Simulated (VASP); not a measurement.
# W7C8 (a cell with a defect) in VASP: single point with PBEsol

Aim: the single point of W7C8 (a cell with a defect) with PBEsol.

Everything below comes from runs of VASP 6.6.1. Logs are shortened: lines on timing, memory, paths and dates and some standing lists are left out, and cuts for length are marked.

## Step 1: The cell of the first run

The cell holds a defect, 15 atoms: a = 6.202 Å, b = 6.202 Å, c = 6.202 Å, α = 60.00°, β = 60.00°, γ = 60.00°.

## Step 2: Single point, PBEsol

Contents of INCAR:

```
ALGO = Normal
EDIFF = 1E-6
ENCUT = 520
GGA = PS
GGA_COMPAT = F
ISIF = 2
ISMEAR = -1
ISYM = 0
LASPH = T
LCHARG = F
LREAL = F
LWAVE = F
NBANDS = 78
NELM = 120
PREC = Accurate
SIGMA = 0.01
```

Contents of KPOINTS:

```
Automatic mesh
0
Gamma
  3 3 3
  0.5 0.5 0.5
```

Contents of POSCAR:

```
W7C8
1.0
    0.0000000000      4.3853600000      4.3853600000
    4.3853600000      0.0000000000      4.3853600000
    4.3853600000      4.3853600000      0.0000000000
C W
8 7
Direct
    0.2495369336      0.2495369336      0.2495369336
    0.2495892731      0.2495892731      0.7509658004
    0.2495892731      0.7509658004      0.2495892731
    0.2490341996      0.7504107269      0.7504107269
    0.7509658004      0.2495892731      0.2495892731
    0.7504107269      0.2490341996      0.7504107269
    0.7504107269      0.7504107269      0.2490341996
    0.7504630664      0.7504630664      0.7504630664
    0.0000000000      0.0000000000      0.5000000000
    0.0000000000      0.5000000000      0.0000000000
    0.0000000000      0.5000000000      0.5000000000
    0.5000000000      0.0000000000      0.0000000000
    0.5000000000      0.0000000000      0.5000000000
    0.5000000000      0.5000000000      0.0000000000
    0.5000000000      0.5000000000      0.5000000000
```

Potentials or basis: VASP PAW PBE potentials, release 64 (C, W_sv).

Command:

```bash
> cat potpaw_PBE.64/C/POTCAR potpaw_PBE.64/W_sv/POTCAR > POTCAR
> mpirun -np 1 vasp_std > vasp.out
```

OUTCAR:

```text
EDIFF = 1E-6
   ENCUT = 520
   GGA = PS
   ISIF = 2
   ISMEAR = -1
   ISYM = 0
   LASPH = T
   LREAL = F
   NELM = 120
   PREC = Accurate

 ion  position               nearest neighbor table
   1  0.250  0.250  0.250-   9 2.19  10 2.19  12 2.19  11 2.20  13 2.20  14 2.20
   2  0.250  0.250  0.751-  10 2.19  12 2.19  11 2.20  13 2.20  15 2.20
   3  0.250  0.751  0.250-   9 2.19  12 2.19  11 2.20  14 2.20  15 2.20
   4  0.249  0.750  0.750-   9 2.19  10 2.19  13 2.20  14 2.20  15 2.20
   5  0.751  0.250  0.250-   9 2.19  10 2.19  13 2.20  14 2.20  15 2.20
   6  0.750  0.249  0.750-   9 2.19  12 2.19  11 2.20  14 2.20  15 2.20
   7  0.750  0.750  0.249-  10 2.19  12 2.19  11 2.20  13 2.20  15 2.20
   8  0.750  0.750  0.750-   9 2.19  10 2.19  12 2.19  11 2.20  13 2.20  14 2.20
   9  0.000  0.000  0.500-   1 2.19   8 2.19   4 2.19   5 2.19   6 2.19   3 2.19  11 3.10  13 3.10
                            10 3.10  12 3.10  10 3.10  11 3.10  15 3.10  12 3.10  13 3.10  15 3.10
  10  0.000  0.500  0.000-   1 2.19   8 2.19   4 2.19   5 2.19   7 2.19   2 2.19  11 3.10  14 3.10
                             9 3.10  11 3.10  15 3.10   9 3.10  12 3.10  12 3.10  14 3.10  15 3.10
  11  0.000  0.500  0.500-   2 2.20   3 2.20   6 2.20   7 2.20   1 2.20   8 2.20   9 3.10  10 3.10
                            15 3.10  10 3.10  14 3.10   9 3.10  13 3.10  13 3.10  14 3.10  15 3.10
  12  0.500  0.000  0.000-   1 2.19   8 2.19   3 2.19   6 2.19   7 2.19   2 2.19  13 3.10  14 3.10
                             9 3.10  13 3.10  15 3.10  10 3.10  14 3.10  15 3.10   9 3.10  10 3.10
  13  0.500  0.000  0.500-   2 2.20   4 2.20   5 2.20   7 2.20   1 2.20   8 2.20   9 3.10  12 3.10
                            15 3.10  12 3.10  14 3.10  11 3.10  14 3.10  15 3.10   9 3.10  11 3.10
  14  0.500  0.500  0.000-   3 2.20   4 2.20   5 2.20   6 2.20   1 2.20   8 2.20  10 3.10  12 3.10
                            15 3.10  11 3.10  13 3.10  15 3.10  12 3.10  13 3.10  10 3.10  11 3.10
  15  0.500  0.500  0.500-   2 2.20   3 2.20   4 2.20   5 2.20   6 2.20   7 2.20  11 3.10  13 3.10
                            14 3.10  10 3.10  12 3.10  14 3.10   9 3.10  12 3.10  13 3.10   9 3.10

IMPORTANT INFORMATION: All symmetrisations will be switched off!
NOSYMM: (Re-)initialisation of all symmetry stuff for point group C_1.

----------------------------------------------------------------------------------------

                                     Primitive cell

  volume of cell :     168.6731

  direct lattice vectors                    reciprocal lattice vectors
     0.000000000  4.385360000  4.385360000    -0.114015725  0.114015725  0.114015725
     4.385360000  0.000000000  4.385360000     0.114015725 -0.114015725  0.114015725
     4.385360000  4.385360000  0.000000000     0.114015725  0.114015725 -0.114015725

  length of vectors
     6.201835588  6.201835588  6.201835588     0.197481029  0.197481029  0.197481029

  position of ions in fractional coordinates (direct lattice)
     0.249536934  0.249536934  0.249536934
     0.249589273  0.249589273  0.750965800
     0.249589273  0.750965800  0.249589273
     0.249034200  0.750410727  0.750410727
     0.750965800  0.249589273  0.249589273
     0.750410727  0.249034200  0.750410727
     0.750410727  0.750410727  0.249034200
     0.750463066  0.750463066  0.750463066
     0.000000000  0.000000000  0.500000000
     0.000000000  0.500000000  0.000000000
     0.000000000  0.500000000  0.500000000
     0.500000000  0.000000000  0.000000000
     0.500000000  0.000000000  0.500000000
     0.500000000  0.500000000  0.000000000
     0.500000000  0.500000000  0.500000000

  ion indices of the primitive-cell ions
   primitive index   ion index
                 1           1
                 2           2
                 3           3
                 4           4
                 5           5
                 6           6
                 7           7
                 8           8
                 9           9
                10          10
                11          11
                12          12
                13          13
                14          14
                15          15

----------------------------------------------------------------------------------------

 KPOINTS: Automatic mesh

Automatic generation of k-mesh.
 Grid dimensions read from file:
 generate k-points for:    3    3    3

 Generating k-lattice:

  Cartesian coordinates                     Fractional coordinates (reciprocal lattice)
    -0.038005242  0.038005242  0.038005242     0.333333333  0.000000000  0.000000000
     0.038005242 -0.038005242  0.038005242     0.000000000  0.333333333  0.000000000
     0.038005242  0.038005242 -0.038005242     0.000000000  0.000000000  0.333333333

  Length of vectors
     0.065827010  0.065827010  0.065827010

  Shift w.r.t. Gamma in fractional coordinates (k-lattice)
     0.500000000  0.500000000  0.500000000

 Subroutine IBZKPT returns following result:
 ===========================================

 Found     56 irreducible k-points:

 Following reciprocal coordinates:
            Coordinates               Weight
  0.166667  0.166667  0.166667      2.000000
  0.166667  0.000000  0.000000      2.000000
  0.000000  0.000000 -0.166667      2.000000
  0.000000  0.166667  0.000000      2.000000
  0.500000  0.166667  0.166667      2.000000
  0.166667  0.500000  0.166667      2.000000
[... 16 lines left out ...]
  0.000000 -0.333333 -0.166667      2.000000
 -0.333333  0.000000 -0.166667      2.000000
 [... further k-points ...]
   k-points           NKPTS =     56   k-points in BZ     NKDIM =     56   number of bands    NBANDS=     78
   number of dos      NEDOS =    301   number of ions     NIONS =     15
   total plane-waves  NPLWV = 110592
   dimension x,y,z NGX =    48 NGY =   48 NGZ =   48
   dimension x,y,z NGXF=    96 NGYF=   96 NGZF=   96
   ions per type =               8   7
   NGX,Y,Z   is equivalent  to a cutoff of  12.87, 12.87, 12.87 a.u.
   NGXF,Y,Z  is equivalent  to a cutoff of  25.73, 25.73, 25.73 a.u.
 SYSTEM =  unknown system
   PREC   = accura    normal or accurate (medium, high low for compatibility)
   ISTART =      0    job   : 0-new  1-cont  2-samecut
   ICHARG =      2    charge: 1-file 2-atom 10-const
   ISPIN  =      1    spin polarized calculation?
   LNONCOLLINEAR =      F non collinear calculations
   LSORBIT =      F    spin-orbit coupling
   LASPH  =      T    aspherical Exc in radial PAW
   ENCUT  =  520.0 eV  38.22 Ry    6.18 a.u.  11.53 11.53 11.53*2*pi/ulx,y,z
   NELM   =    120;   NELMIN=  2; NELMDL= -5     # of ELM steps
   EDIFF  = 0.1E-05   stopping-criterion for ELM
   LREAL  =      F    real-space projection
   EDIFFG = 0.1E-04   stopping-criterion for IOM
   NSW    =      0    number of steps for IOM
   IBRION =     -1    ionic relax: 0-MD 1-quasi-New 2-CG
   NFREE  =      0    steps in history (QN), initial steepest desc. (CG)
   ISIF   =      2    stress and relaxation
   ISYM   =      0    0-nonsym 1-usesym 2-fastsym
   POTIM  = 0.5000    time-step for ionic-motion
   TEBEG  =    0.0;   TEEND  =   0.0 temperature during run
   PSTRESS=    0.0 pullay stress
   NELECT =     130.0000    total number of electrons
   NUPDOWN=      -1.0000    fix difference up-down
   EMIN   =  10.00;   EMAX   =-10.00  energy-range for DOS
   EFERMI =   0.00;   METHOD = LEGACY
   ISMEAR =    -1;   SIGMA  =   0.01  broadening in eV -4-tet -1-fermi 0-gaus
   EFERMI_NEDOS =   21; number of points for ismear=-14 and -15
   IALGO  =     38    algorithm
   IMIX   =      4    mixing-type and parameters
     AMIX     =   0.40;   BMIX     =  1.00
     AMIX_MAG =   1.60;   BMIX_MAG =  1.00
  volume/ion in A,a.u.               =      11.24        75.88
  Fermi-wavevector in a.u.,A,eV,Ry     =   1.500977  2.836435 30.652999  2.252932
  Thomas-Fermi vector in A             =   2.612407
   LORBIT       =      0    0 simple, 1 ext, 2 COOP (PROOUT), +10 PAW based schemes
   GGA     = PS    functional components
   LHFCALC =     F    Hartree Fock is set to
   AEXX    =    0.0000 exact exchange contribution
   IVDW    =     0    specifies the selected vdW correction
   LEPSILON=     F    determine dielectric tensor
   LRPA    =     F    only Hartree local field effects (RPA)
 non-spin polarized calculation
  energy-cutoff  :      520.00
  volume of cell :      168.67
 maximum number of plane-waves:      4559
 NGX is ok and might be reduce to    48
   NGX = 23   NGY = 23   NGZ = 23

 number of electron     130.0000009 magnetization

 Free energy of the ion-electron system (eV)
  ---------------------------------------------------
  ext. energy  EPLUGINS =         0.00000000
  ---------------------------------------------------
  free energy    TOTEN  =      -169.25124095 eV

  energy without entropy =     -169.24676283  energy(sigma->0) =     -169.24900189

 E-fermi :  10.3966     XC(G=0): -13.1834

 val. band max:       10.3451400296   @ k =   0.5000   0.3333  -0.3333
 cond. band min:      10.3986309590   @ k =   0.5000   0.0000   0.3333
 fundamental gap:      0.0534909294
 Fermi energy:        10.3965831275

 k-point     1 :       0.1667    0.1667    0.1667
  band No.  band energies     occupation
      1     -64.9392      2.00000
      2     -64.9178      2.00000
      3     -64.9153      2.00000
      4     -64.9152      2.00000
      5     -64.9047      2.00000
      6     -64.9046      2.00000
[... 69 lines left out ...]
     76      12.2328      0.00000
     77      12.2328      0.00000
[... 1838 lines left out ...]
     76      12.4739      0.00000
     77      12.4847      0.00000

 [... further k-points ...]

 [bands above 77 left out]

------------------------ aborting loop because EDIFF is reached ----------------------------------------

  FORCE on cell =-STRESS in cart. coord.  units (eV):
  Direction    XX          YY          ZZ          XY          YZ          ZX
  --------------------------------------------------------------------------------------
  -------------------------------------------------------------------------------------
  Total      -19.0414109    -19.0416870    -19.0413163     -0.0235151     -0.0226501     -0.0240079
  in kB     -180.8689260   -180.8715478   -180.8680273     -0.2233635     -0.2151465     -0.2280446
  external PRESSURE =    -180.8695004 kB  Pullay stress =       0.0000000 kB

 VOLUME and BASIS-vectors are now :
 -----------------------------------------------------------------------------
  energy-cutoff  :      520.00
  volume of cell :      168.67
      direct lattice vectors                 reciprocal lattice vectors
     0.000000000  4.385360000  4.385360000    -0.114015725  0.114015725  0.114015725
     4.385360000  0.000000000  4.385360000     0.114015725 -0.114015725  0.114015725
     4.385360000  4.385360000  0.000000000     0.114015725  0.114015725 -0.114015725

 POSITION                                       TOTAL-FORCE (eV/Angst)
 -----------------------------------------------------------------------------------
      2.18862      2.18862      2.18862         0.082028      0.082039      0.082029
      4.38779      4.38779      2.18908        -0.051495     -0.051525     -0.022607
      4.38779      2.18908      4.38779        -0.051503     -0.022653     -0.051531
      6.58164      4.38293      4.38293         0.022633      0.051506      0.051494
      2.18908      4.38779      4.38779        -0.022627     -0.051503     -0.051494
      4.38293      6.58164      4.38293         0.051501      0.022656      0.051534
      4.38293      4.38293      6.58164         0.051488      0.051530      0.022606
      6.58210      6.58210      6.58210        -0.082027     -0.082040     -0.082031
      2.19268      2.19268      0.00000         0.000002      0.000005     -0.000008
      2.19268      0.00000      2.19268         0.000012     -0.000009      0.000004
      4.38536      2.19268      2.19268         0.000005     -0.000006     -0.000001
      0.00000      2.19268      2.19268        -0.000013      0.000004     -0.000005
      2.19268      4.38536      2.19268         0.000004      0.000009     -0.000004
      2.19268      2.19268      4.38536         0.000007     -0.000004      0.000011
      4.38536      4.38536      4.38536        -0.000014     -0.000008      0.000004
 -----------------------------------------------------------------------------------
    total drift:                                0.000011      0.000004      0.000004

  FREE ENERGIE OF THE ION-ELECTRON SYSTEM (eV)
  ---------------------------------------------------
  free  energy   TOTEN  =      -169.2512409468 eV

  energy  without entropy=     -169.2467628269  energy(sigma->0) =     -169.24900189
```

Run time: 18 min. Hardware: 1 thread of Intel Xeon Platinum 8375C at 2.90GHz (Ice Lake), shared host; peak memory 0.65 GiB.

Results:

- Free energy: -169.2512 eV
- Pressure: -18.1 GPa
- Largest force: 0.142 eV/Å
- Band gap on the k mesh: zero (bands 65 and 66 overlap by 0.61 eV)

Forces on the atoms (eV/Å):
```
C    0.082  0.082  0.082
C   -0.051 -0.052 -0.023
C   -0.052 -0.023 -0.052
C    0.023  0.052  0.051
C   -0.023 -0.052 -0.051
C    0.052  0.023  0.052
C    0.051  0.052  0.023
C   -0.082 -0.082 -0.082
W    0.000  0.000  0.000
W    0.000  0.000  0.000
W    0.000  0.000  0.000
W    0.000  0.000  0.000
W    0.000  0.000  0.000
W    0.000  0.000  0.000
W    0.000  0.000  0.000
```

Caveat: the k points lie up to 0.41 Å⁻¹ apart, too coarse for converged energies and pressures of a metal; the PAW data sets were made with another functional, which shifts forces and pressure a little; spin-orbit coupling is left out, which moves the levels of the heavy elements.

The gap in the log of VASP goes by the Fermi energy; the results here count the filled bands.